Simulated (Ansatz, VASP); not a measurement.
Two plane-wave programs on GaAs

The input INCAR:

```
PREC = Accurate
ENCUT = 520
EDIFF = 1E-6
ISMEAR = 0
SIGMA = 0.03
LREAL = F
LASPH = T
NELM = 100
ALGO = Normal
ISIF = 2
LWAVE = F
LCHARG = F
GGA = PE
NBANDS = 16
```

The input KPOINTS:

```
Automatic mesh
0
Gamma
  10 10 10
```

Contents of POSCAR:

```
GaAs
1.0
    0.0000000000      2.8726922659      2.8296018819
    2.8726922659      0.0000000000      2.8296018819
    2.8726922659      2.8726922659      0.0000000000
Ga As
1 1
Direct
    0.0000000000      0.0000000000      0.0000000000
    0.7500000000      0.7500000000      0.7500000000
```

Input for Ansatz:

```yaml
crystal:
  lattice:
    - [0.0, 2.8726922659, 2.8296018819]
    - [2.8726922659, 0.0, 2.8296018819]
    - [2.8726922659, 2.8726922659, 0.0]
  atoms:
    - { symbol: Ga, position: [0.0, 0.0, 0.0] }
    - { symbol: As, position: [0.75, 0.75, 0.75] }
basis:
  ecutwfc: 420
kpoints:
  mp_grid: { grid: [10, 10, 10] }
hamiltonian:
  xc: pbe
scf:
  occupations: { method: gaussian, width: 0.03 }
output:
  forces: true
  stress: true
  eigenvalues: true
  write_density: true
  write_potential: true
  elf: true
  volumetric_format: npy
```

Change from the starting cell: strain -0.0150 x Voigt [0, 0, 1, 0, 0, 0], atoms carried along.

Alike in both runs: task single point; functional PBE; k mesh 10 × 10 × 10; occupations gaussian, width 0.03 eV; no spin polarisation.

|  | VASP | Ansatz |
| --- | --- | --- |
| version | VASP 6.6.1 | Ansatz 0.2.0 |
| potentials or method | VASP PAW PBE potentials, release 64 (Ga_d, As), cutoff 520 eV | scalar-relativistic, plane waves, PAW |
| valence electrons in the cell | 18 | 28 |

```csv
,VASP,Ansatz,Ansatz less VASP
gap on the k mesh at the Fermi level (eV),0.22,0.21,-0.003
least direct gap on the mesh (eV),0.22,0.21,-0.003
pressure (GPa),1.1,0.9,-0.16
"traceless stress, the component that is largest in VASP (GPa)",0.57,0.57,+0.003
```

VASP's potentials hold 18 valence electrons a cell and Ansatz's 28, so a difference there can come from the potentials and not from the codes.
